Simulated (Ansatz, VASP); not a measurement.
AlN in VASP and in Ansatz

Contents of INCAR:

```
SYSTEM = AlN
PREC = Accurate
ENCUT = 600
EDIFF = 1E-6
ISMEAR = 0
SIGMA = 0.02
LREAL = .FALSE.
LASPH = .TRUE.
NELM = 120
ALGO = Normal
ISIF = 2
LWAVE = .FALSE.
LCHARG = .TRUE.
GGA = PS
LELF = .TRUE.
LVHAR = .TRUE.
NBANDS = 11
GGA_COMPAT = .FALSE.
```

File KPOINTS:

```
Automatic mesh
0
G
  10 10 10
  0 0 0
```

Contents of POSCAR:

```
AlN
1.0
    0.0000000000      2.0623126727      2.0623126727
    2.0623126727      0.0000000000      2.0623126727
    2.0623126727      2.0623126727      0.0000000000
Al N
1 1
Direct
    0.5000000000      0.5000000000      0.5000000000
    0.0000000000      0.0000000000      0.0000000000
```

Input for Ansatz:

```yaml
crystal:
  lattice:
    - [0.0, 2.0623126727, 2.0623126727]
    - [2.0623126727, 0.0, 2.0623126727]
    - [2.0623126727, 2.0623126727, 0.0]
  atoms:
    - { symbol: Al, position: [0.5, 0.5, 0.5] }
    - { symbol: "N", position: [0.0, 0.0, 0.0] }
basis:
  ecutwfc: 600.0
kpoints:
  mp_grid: { grid: [10, 10, 10] }
hamiltonian:
  xc: pbesol
  pseudopotentials: { kind: paw }
scf:
  occupations: { method: gaussian, width: 0.02 }
output:
  forces: true
  stress: true
  eigenvalues: true
```

Alike in both runs: task single point; functional PBEsol; k mesh 10 × 10 × 10; occupations gaussian, width 0.02 eV; no spin polarisation.

|  | VASP | Ansatz |
| --- | --- | --- |
| version | VASP 6.6.1 | Ansatz 0.2.0 |
| potentials or method | VASP PAW PBE potentials, release 64 (Al, N), cutoff 600 eV | scalar-relativistic, plane waves, PAW |
| valence electrons in the cell | 8 | 8 |

Ansatz gave:

* gap on the k mesh at the Fermi level (eV): 4.00
* least direct gap on the mesh (eV): 4.82
* pressure (GPa): -13.6

Problem. Which values does VASP return?

Solution. gap on the k mesh at the Fermi level (eV): 4.00; least direct gap on the mesh (eV): 4.84; pressure (GPa): -13.9.

VASP's potentials were made for PBE, not for PBEsol. With one functional, cell and mesh, what is left measures potentials, basis and numerics.
